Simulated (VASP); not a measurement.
Here is a VASP 6.6.1 calculation.

Contents of INCAR:

```
SYSTEM = ZnSe
ALGO = Normal
EDIFF = 1E-6
ENCUT = 520
ISIF = 2
ISMEAR = -1
LASPH = .True.
LCHARG = .False.
LREAL = .False.
LWAVE = .False.
NBANDS = 16
NELM = 100
PREC = Accurate
SIGMA = 0.03
```

KPOINTS

```
k-points
0
Gamma
  8 8 8
  0 0 0
```

Contents of POSCAR:

```
ZnSe
1.0
    0.0000000000      2.7955007105      2.7955007105
    2.7955007105      0.0000000000      2.7955007105
    2.7955007105      2.7955007105      0.0000000000
Zn Se
1 1
Direct
    0.0000000000      0.0000000000      0.0000000000
    0.7500000000      0.7500000000      0.7500000000
```

Potentials or basis: VASP PAW LDA potentials, release 64 (Zn, Se).

Run with:

```bash
$ cat potpaw_LDA.64/Zn/POTCAR potpaw_LDA.64/Se/POTCAR > POTCAR
$ mpirun -np 1 vasp_std > vasp.out
```

Predict the pressure.

-0.5 GPa.

What does it give for the band gap on the k mesh?

1.24 eV, direct.
